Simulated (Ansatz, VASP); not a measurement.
## Two plane-wave programs on Ge

File INCAR:

```
SYSTEM = Ge
PREC = Accurate
ENCUT = 520
EDIFF = 1E-6
ISMEAR = 0
SIGMA = 0.15
LREAL = .FALSE.
LASPH = .TRUE.
NELM = 80
ALGO = Normal
ISIF = 2
LWAVE = .FALSE.
LCHARG = .FALSE.
GGA = PS
NBANDS = 66
```

Contents of KPOINTS:

```
Automatic mesh
0
G
  8 8 8
  0 0 0
```

File POSCAR:

```
Ge
1.0
   -3.3655732048      3.3655732048      3.3655732048
    3.3655732048     -3.3655732048      3.3655732048
    3.3655732048      3.3655732048     -3.3655732048
Ge
8
Direct
    0.5000000000      0.0000000000      0.7958385091
    0.7958385091      0.5000000000      0.0000000000
    0.0000000000      0.7958385091      0.5000000000
    0.7041614909      0.7041614909      0.7041614909
    0.5000000000      0.0000000000      0.2041614909
    0.2041614909      0.5000000000      0.0000000000
    0.0000000000      0.2041614909      0.5000000000
    0.2958385091      0.2958385091      0.2958385091
```

Input for Ansatz:

```yaml
crystal:
  lattice:
    - [-3.3655732048, 3.3655732048, 3.3655732048]
    - [3.3655732048, -3.3655732048, 3.3655732048]
    - [3.3655732048, 3.3655732048, -3.3655732048]
  atoms:
    - { symbol: Ge, position: [0.5, 0.0, 0.7958385091] }
    - { symbol: Ge, position: [0.7958385091, 0.5, 0.0] }
    - { symbol: Ge, position: [0.0, 0.7958385091, 0.5] }
    - { symbol: Ge, position: [0.7041614909, 0.7041614909, 0.7041614909] }
    - { symbol: Ge, position: [0.5, 0.0, 0.2041614909] }
    - { symbol: Ge, position: [0.2041614909, 0.5, 0.0] }
    - { symbol: Ge, position: [0.0, 0.2041614909, 0.5] }
    - { symbol: Ge, position: [0.2958385091, 0.2958385091, 0.2958385091] }
basis:
  ecutwfc: 420
kpoints:
  mp_grid: { grid: [8, 8, 8] }
hamiltonian:
  xc: pbesol
scf:
  occupations: { method: gaussian, width: 0.15 }
output:
  forces: true
  stress: true
  eigenvalues: true
```

Change from the starting cell: strain -0.030 along x and y, -0.030 along z, atoms carried along.

Alike in both runs: task single point; functional PBEsol; k mesh 8 × 8 × 8; occupations gaussian, width 0.15 eV; no spin polarisation.

|  | VASP | Ansatz |
| --- | --- | --- |
| version | VASP 6.6.1 | Ansatz 0.2.0 |
| potentials or method | VASP PAW PBE potentials, release 64 (Ge_d), cutoff 520 eV | scalar-relativistic, plane waves, PAW |
| valence electrons in the cell | 112 | 112 |

```tsv
	VASP	Ansatz	Ansatz less VASP
gap on the k mesh at the Fermi level (eV)	none	none	-
pressure (GPa)	7.9	8.0	+0.12
rms of the force components (eV/Å)	0.191	0.193	+0.0018
```

VASP's potentials were made for PBE, not for PBEsol. Atom by atom the forces differ by 0.002 eV/Å (rms over components). A gap of «none» marks a metal or a gap that the smearing closes. The functional is the same, so the differences come from potentials, cutoffs and numerics.
